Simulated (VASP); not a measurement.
# Sb (P6_3/mmc) in VASP: further runs

Runs on Sb. Level: PBE. Tasks: electric field gradients.

Everything below comes from runs of VASP 6.6.1. Logs are shortened: lines on timing, memory, paths and dates and some standing lists are left out, and cuts for length are marked.

### 1 The cell of the first run

Symmetry: P6_3/mmc, No. 194, hexagonal system. Conventional cell: a = 3.391 Å, b = 3.391 Å, c = 5.365 Å, α = 90.00°, β = 90.00°, γ = 120.00°. Within 4.4 Å of Sb (site symmetry -6m2) lie 12 Sb at 3.32 to 3.39 Å.

### 2 Electric field gradients, PBE (volume scaled by 1.02)

INCAR reads:

```
ALGO = Normal
EDIFF = 1E-8
ENCUT = 520
GGA = PE
ISIF = 2
ISMEAR = -1
LASPH = T
LCHARG = F
LEFG = T
LREAL = F
LWAVE = F
NBANDS = 12
NELM = 80
PREC = Accurate
SIGMA = 0.05
```

KPOINTS reads:

```
k-points
0
Gamma
  12 12 7
```

POSCAR reads:

```
Sb
1.0
    3.3913120892      0.0000000000      0.0000000000
   -1.6956560446      2.9369624214      0.0000000000
    0.0000000000      0.0000000000      5.3652990420
Sb
2
Direct
    0.3333333333      0.6666666667      0.2500000000
    0.6666666667      0.3333333333      0.7500000000
```

Potentials or basis: VASP PAW PBE potentials, release 64 (Sb).

Run with:

```console
$ cat potpaw_PBE.64/Sb/POTCAR > POTCAR
$ mpirun -np 1 vasp_std > vasp.out
```

OUTCAR:

```text
EDIFF = 1E-8
   ENCUT = 520
   GGA = PE
   ISIF = 2
   ISMEAR = -1
   LASPH = T
   LREAL = F
   NELM = 80
   PREC = Accurate

 ion  position               nearest neighbor table
   1  0.333  0.667  0.250-   2 3.32   2 3.32   2 3.32   2 3.32   2 3.32   2 3.32
   2  0.667  0.333  0.750-   1 3.32   1 3.32   1 3.32   1 3.32   1 3.32   1 3.32

  LATTYP: Found a hexagonal cell.
 ALAT       =     3.3913120892
 C/A-ratio  =     1.5820717471

  Lattice vectors:

 A1 = (   3.3913120892,   0.0000000000,   0.0000000000)
 A2 = (  -1.6956560446,   2.9369624214,   0.0000000000)
 A3 = (   0.0000000000,   0.0000000000,   5.3652990420)

Analysis of symmetry for initial positions (statically):
=====================================================================
 Subroutine PRICEL returns:
 Original cell was already a primitive cell.

 Routine SETGRP: Setting up the symmetry group for a
 hexagonal supercell.

 Subroutine GETGRP returns: Found 24 space group operations
 (whereof 12 operations were pure point group operations)
 out of a pool of 24 trial point group operations.

The static configuration has the point symmetry D_3d.
 The point group associated with its full space group is D_6h.

Analysis of symmetry for dynamics (positions and initial velocities):
=====================================================================
 Subroutine PRICEL returns:
 Original cell was already a primitive cell.

 Routine SETGRP: Setting up the symmetry group for a
 hexagonal supercell.

 Subroutine GETGRP returns: Found 24 space group operations
 (whereof 12 operations were pure point group operations)
 out of a pool of 24 trial point group operations.

The dynamic configuration has the point symmetry D_3d.
 The point group associated with its full space group is D_6h.

 Subroutine INISYM returns: Found 24 space group operations
 (whereof 12 operations are pure point group operations),
 and found     1 'primitive' translations

----------------------------------------------------------------------------------------

                                     Primitive cell

  volume of cell :      53.4392

  direct lattice vectors                    reciprocal lattice vectors
     3.391312089  0.000000000  0.000000000     0.294871122  0.170243922  0.000000000
    -1.695656045  2.936962421  0.000000000     0.000000000  0.340487843  0.000000000
     0.000000000  0.000000000  5.365299042     0.000000000  0.000000000  0.186382901

  length of vectors
     3.391312089  3.391312089  5.365299042     0.340487843  0.340487843  0.186382901

  position of ions in fractional coordinates (direct lattice)
     0.333333333  0.666666667  0.250000000
     0.666666667  0.333333333  0.750000000

  ion indices of the primitive-cell ions
   primitive index   ion index
                 1           1
                 2           2

----------------------------------------------------------------------------------------

 KPOINTS: k-points

Automatic generation of k-mesh.
 Grid dimensions read from file:
 generate k-points for:   12   12    7

 Generating k-lattice:

  Cartesian coordinates                     Fractional coordinates (reciprocal lattice)
     0.024572593  0.014186993  0.000000000     0.083333333  0.000000000  0.000000000
     0.000000000  0.028373987  0.000000000     0.000000000  0.083333333  0.000000000
     0.000000000  0.000000000  0.026626129     0.000000000  0.000000000  0.142857143

  Length of vectors
     0.028373987  0.028373987  0.026626129

  Shift w.r.t. Gamma in fractional coordinates (k-lattice)
     0.000000000  0.000000000  0.000000000

 Subroutine IBZKPT returns following result:
 ===========================================

 Found     76 irreducible k-points:

 Following reciprocal coordinates:
[... 33 lines left out ...]
   NGXF,Y,Z  is equivalent  to a cutoff of  27.45, 27.45, 24.79 a.u.
 SYSTEM =  unknown system
   PREC   = accura    normal or accurate (medium, high low for compatibility)
   ISTART =      0    job   : 0-new  1-cont  2-samecut
   ICHARG =      2    charge: 1-file 2-atom 10-const
   ISPIN  =      1    spin polarized calculation?
   LNONCOLLINEAR =      F non collinear calculations
   LSORBIT =      F    spin-orbit coupling
   LASPH  =      T    aspherical Exc in radial PAW
   ENCUT  =  520.0 eV  38.22 Ry    6.18 a.u.   6.31  6.31  9.98*2*pi/ulx,y,z
   NELM   =     80;   NELMIN=  2; NELMDL= -5     # of ELM steps
   EDIFF  = 0.1E-07   stopping-criterion for ELM
   LREAL  =      F    real-space projection
   EDIFFG = 0.1E-06   stopping-criterion for IOM
   NSW    =      0    number of steps for IOM
   IBRION =     -1    ionic relax: 0-MD 1-quasi-New 2-CG
   NFREE  =      0    steps in history (QN), initial steepest desc. (CG)
   ISIF   =      2    stress and relaxation
   ISYM   =      2    0-nonsym 1-usesym 2-fastsym
   POTIM  = 0.5000    time-step for ionic-motion
   TEBEG  =    0.0;   TEEND  =   0.0 temperature during run
   PSTRESS=    0.0 pullay stress
   NELECT =      10.0000    total number of electrons
   NUPDOWN=      -1.0000    fix difference up-down
   EMIN   =  10.00;   EMAX   =-10.00  energy-range for DOS
   EFERMI =   0.00;   METHOD = LEGACY
   ISMEAR =    -1;   SIGMA  =   0.05  broadening in eV -4-tet -1-fermi 0-gaus
   EFERMI_NEDOS =   21; number of points for ismear=-14 and -15
   IALGO  =     38    algorithm
   IMIX   =      4    mixing-type and parameters
     AMIX     =   0.40;   BMIX     =  1.00
     AMIX_MAG =   1.60;   BMIX_MAG =  1.00
  volume/ion in A,a.u.               =      26.72       180.31
  Fermi-wavevector in a.u.,A,eV,Ry     =   0.936386  1.769513 11.929837  0.876818
  Thomas-Fermi vector in A             =   2.063390
   LORBIT       =      0    0 simple, 1 ext, 2 COOP (PROOUT), +10 PAW based schemes
   GGA     = PE    functional components
   LHFCALC =     F    Hartree Fock is set to
   AEXX    =    0.0000 exact exchange contribution
   IVDW    =     0    specifies the selected vdW correction
   LEPSILON=     F    determine dielectric tensor
   LRPA    =     F    only Hartree local field effects (RPA)
 non-spin polarized calculation
  energy-cutoff  :      520.00
  volume of cell :       53.44
 maximum number of plane-waves:      1459
 NGX is ok and might be reduce to    28
   NGX = 13   NGY = 13   NGZ = 19

 number of electron      10.0000000 magnetization

 Free energy of the ion-electron system (eV)
  ---------------------------------------------------
  ext. energy  EPLUGINS =         0.00000000
  ---------------------------------------------------
  free energy    TOTEN  =        -7.72326876 eV

  energy without entropy =       -7.71298687  energy(sigma->0) =       -7.71812782

 E-fermi :   8.6587     XC(G=0): -10.2647

 val. band max:        8.6407793218   @ k =   0.1667  -0.0000   0.0000
 cond. band min:       8.6648397358   @ k =   0.3333   0.2500   0.0000
 fundamental gap:      0.0240604140
 Fermi energy:         8.6587032285

 k-point     1 :       0.0000    0.0000    0.0000
  band No.  band energies     occupation
      1      -4.3634      2.00000
      2      -0.2554      2.00000
      3       2.8153      2.00000
      4      11.8806      0.00000
      5      11.8806      0.00000
      6      13.6381      0.00000
      7      13.6381      0.00000
      8      14.5326      0.00000
      9      15.9513      0.00000
     10      17.4245      0.00000
     11      18.4429      0.00000
     12      18.4429      0.00000
[... 331 lines left out ...]
 k-point    24 :       0.3333   -0.0000    0.1429
  band No.  band energies     occupation
      1      -2.3896      2.00000
      2       0.6653      2.00000
      3       4.4916      2.00000
      4       5.8748      2.00000
      5       7.6289      2.00000
      6       9.3695      0.00000
      7      11.1440      0.00000
      8      12.4420      0.00000
      9      13.5752      0.00000
     10      15.8058      0.00000
     11      17.5861      0.00000
     12      18.4065      0.00000

 [... further k-points ...]

------------------------ aborting loop because EDIFF is reached ----------------------------------------

  FORCE on cell =-STRESS in cart. coord.  units (eV):
  Direction    XX          YY          ZZ          XY          YZ          ZX
  --------------------------------------------------------------------------------------
  -------------------------------------------------------------------------------------
  Total        0.6185500      0.6185500      0.2522003      0.0000000      0.0000000      0.0000000
  in kB       18.5449351     18.5449351      7.5612950      0.0000000      0.0000000      0.0000000
  external PRESSURE =      14.8837217 kB  Pullay stress =       0.0000000 kB

 VOLUME and BASIS-vectors are now :
 -----------------------------------------------------------------------------
  energy-cutoff  :      520.00
  volume of cell :       53.44
      direct lattice vectors                 reciprocal lattice vectors
     3.391312089  0.000000000  0.000000000     0.294871122  0.170243922  0.000000000
    -1.695656045  2.936962421  0.000000000     0.000000000  0.340487843  0.000000000
     0.000000000  0.000000000  5.365299042     0.000000000  0.000000000  0.186382901

 POSITION                                       TOTAL-FORCE (eV/Angst)
 -----------------------------------------------------------------------------------
     -0.00000      1.95797      1.34132         0.000000      0.000000      0.000000
      1.69566      0.97899      4.02397        -0.000000     -0.000000      0.000000
 -----------------------------------------------------------------------------------
    total drift:                                0.000000     -0.000000      0.000000

  FREE ENERGIE OF THE ION-ELECTRON SYSTEM (eV)
  ---------------------------------------------------
  free  energy   TOTEN  =        -7.7232687634 eV

  energy  without entropy=       -7.7129868734  energy(sigma->0) =       -7.71812782

 Electric field gradients (V/A^2)
---------------------------------------------------------------------
 ion       V_xx      V_yy      V_zz      V_xy      V_xz      V_yz
---------------------------------------------------------------------
   1     -10.903   -10.903    21.806     0.000     0.000    -0.000
   2     -10.903   -10.903    21.806     0.000    -0.000     0.000
---------------------------------------------------------------------

 Electric field gradients after diagonalization (V/A^2)
 (convention: |V_zz| > |V_xx| > |V_yy|)
----------------------------------------------------------------------
 ion       V_xx      V_yy      V_zz     asymmetry (V_yy - V_xx)/ V_zz
----------------------------------------------------------------------
   1     -10.903   -10.903    21.806       0.000
   2     -10.903   -10.903    21.806       0.000
----------------------------------------------------------------------

           NMR quadrupolar parameters

 Cq : quadrupolar parameter    Cq=e*Q*V_zz/h
 eta: asymmetry parameters     (V_yy - V_xx)/ V_zz
 Q  : nuclear electric quadrupole moment in mb (millibarn)
----------------------------------------------------------------------
 ion       Cq(MHz)       eta       Q (mb)
----------------------------------------------------------------------
   1       0.053       0.000       1.000
   2       0.053       0.000       1.000
----------------------------------------------------------------------
```

It took 29 s on 1 thread of Intel Xeon 6975P-C, shared host; peak memory 0.2 GiB.

What came out:

* Free energy: -7.7233 eV
* Pressure: 1.5 GPa
* Band gap on the k mesh: zero (band 5 reaches 12.55 eV, above the bottom of band 6 at 5.77 eV)

Levels at points of the mesh, in eV from the Fermi level:
| k point | band 3 | band 4 | band 5 | band 6 | band 7 | band 8 |
| --- | --- | --- | --- | --- | --- | --- |
| (0.00, 0.00, 0.00) | -5.84 | 3.22 | 3.22 | 4.98 | 4.98 | 5.87 |
| (0.50, 0.00, 0.00) | -4.22 | -2.87 | -2.37 | -0.19 | 0.10 | 3.67 |

Electric field gradients, principal values (V/Å²):
| atom | least | middle | greatest (by size) |
| --- | --- | --- | --- |
| 1 Sb | -10.903 | -10.903 | 21.806 |
| 2 Sb | -10.903 | -10.903 | 21.806 |

Caveat: without QUAD_EFG the Cq values of the log hold for a quadrupole moment of 1 mb, not for the nuclei; spin-orbit coupling is left out, which moves the levels of the heavy elements.

### 3 Electric field gradients, PBE (volume scaled by 1.02)

INCAR reads:

```
SYSTEM = Sb
ALGO = Normal ; EDIFF = 1E-8
ENCUT = 520 ; GGA = PE
ISIF = 2 ; ISMEAR = -1
LASPH = .TRUE. ; LCHARG = .FALSE.
LEFG = .TRUE. ; LREAL = .FALSE.
LWAVE = .FALSE. ; NBANDS = 12
NELM = 80 ; PREC = Accurate
SIGMA = 0.05
```

KPOINTS reads:

```
k-points
0
G
  12 12 7
  0 0 0
```

POSCAR is that of step 2.

Potentials or basis: VASP PAW PBE potentials, release 64 (Sb).

Run with:

```console
$ cat potpaw_PBE.64/Sb/POTCAR > POTCAR
$ mpirun -np 1 vasp_std > vasp.out
```

OUTCAR:

```text
SYSTEM = Sb
   EDIFF = 1E-8
   ENCUT = 520
   GGA = PE
   ISIF = 2
   ISMEAR = -1
   LASPH = .TRUE.
   LREAL = .FALSE.
   NELM = 80
   PREC = Accurate

 ion  position               nearest neighbor table
   1  0.333  0.667  0.250-   2 3.32   2 3.32   2 3.32   2 3.32   2 3.32   2 3.32
   2  0.667  0.333  0.750-   1 3.32   1 3.32   1 3.32   1 3.32   1 3.32   1 3.32

  LATTYP: Found a hexagonal cell.
 ALAT       =     3.3913120892
 C/A-ratio  =     1.5820717471

  Lattice vectors:

 A1 = (   3.3913120892,   0.0000000000,   0.0000000000)
 A2 = (  -1.6956560446,   2.9369624214,   0.0000000000)
[... 575 lines left out ...]
  free  energy   TOTEN  =        -7.7232687634 eV

  energy  without entropy=       -7.7129868734  energy(sigma->0) =       -7.71812782

 Electric field gradients (V/A^2)
---------------------------------------------------------------------
 ion       V_xx      V_yy      V_zz      V_xy      V_xz      V_yz
---------------------------------------------------------------------
   1     -10.903   -10.903    21.806     0.000     0.000    -0.000
   2     -10.903   -10.903    21.806     0.000    -0.000     0.000
---------------------------------------------------------------------

 Electric field gradients after diagonalization (V/A^2)
 (convention: |V_zz| > |V_xx| > |V_yy|)
----------------------------------------------------------------------
 ion       V_xx      V_yy      V_zz     asymmetry (V_yy - V_xx)/ V_zz
----------------------------------------------------------------------
   1     -10.903   -10.903    21.806       0.000
   2     -10.903   -10.903    21.806       0.000
----------------------------------------------------------------------

           NMR quadrupolar parameters

 Cq : quadrupolar parameter    Cq=e*Q*V_zz/h
 eta: asymmetry parameters     (V_yy - V_xx)/ V_zz
 Q  : nuclear electric quadrupole moment in mb (millibarn)
----------------------------------------------------------------------
 ion       Cq(MHz)       eta       Q (mb)
----------------------------------------------------------------------
   1       0.053       0.000       1.000
   2       0.053       0.000       1.000
----------------------------------------------------------------------
```

Wall time 30 s (1 thread of Intel Xeon 6975P-C, shared host); peak memory 0.2 GiB.

What came out:

| Property | Result |
| --- | --- |
| Free energy | -7.7233 eV |
| Pressure | 1.5 GPa |
| Band gap on the k mesh | zero (band 5 reaches 12.55 eV, above the bottom of band 6 at 5.77 eV) |

Electric field gradients, principal values (V/Å²):
```csv
atom,least,middle,greatest (by size)
1 Sb,-10.903,-10.903,21.806
2 Sb,-10.903,-10.903,21.806
```

Caveat: without QUAD_EFG the Cq values of the log hold for a quadrupole moment of 1 mb, not for the nuclei; spin-orbit coupling is left out, which moves the levels of the heavy elements.

(Part 1 of 2 ends here.)
